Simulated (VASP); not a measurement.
A run of VASP 6.6.1 is set up as follows.

File INCAR:

```
ALGO = Normal ; EDIFF = 1E-6
EDIFFG = -0.01 ; ENCUT = 600
GGA = PE ; IBRION = 2
ISIF = 3 ; ISMEAR = 0
LASPH = True ; LCHARG = False
LREAL = False ; LWAVE = False
NELM = 100 ; NSW = 100
PREC = Accurate ; SIGMA = 0.1
```

KPOINTS

```
k-points
0
Gamma
  8 8 4
```

The input POSCAR:

```
Be5I2
1.0
    5.1008198683      0.0000000000      0.0000000000
    0.0000000000      5.1008198683      0.0000000000
    0.0000000000      0.0000000000     10.4364110041
Be I
5 2
Direct
    0.7033584386      0.0000000000      0.5000000000
    0.2966415614      0.0000000000      0.5000000000
    0.0000000000      0.7033584386      0.5000000000
    0.0000000000      0.2966415614      0.5000000000
    0.0000000000      0.0000000000      0.0000000000
    0.0000000000      0.0000000000      0.2091165622
    0.0000000000      0.0000000000      0.7908834378
```

Potentials or basis: VASP PAW PBE potentials, release 64 (Be, I).

Launch:

```sh
$ cat potpaw_PBE.64/Be/POTCAR potpaw_PBE.64/I/POTCAR > POTCAR
$ mpirun -np 1 vasp_std > vasp.out
```

(1) Predict the space group after relaxing (to 0.05 Å).

(2) Predict the band gap on the k mesh.

(3) What does it give for the relaxed cell?

## Answers

(1) P4/mmm (No. 123).

(2) zero (band 12 reaches 0.61 eV, above the bottom of band 13 at -0.43 eV).

(3) a = 5.096 Å, b = 5.096 Å, c = 10.578 Å, α = 90.00°, β = 90.00°, γ = 90.00°.

Caveat: spin-orbit coupling is left out, which moves the levels of the heavy elements.
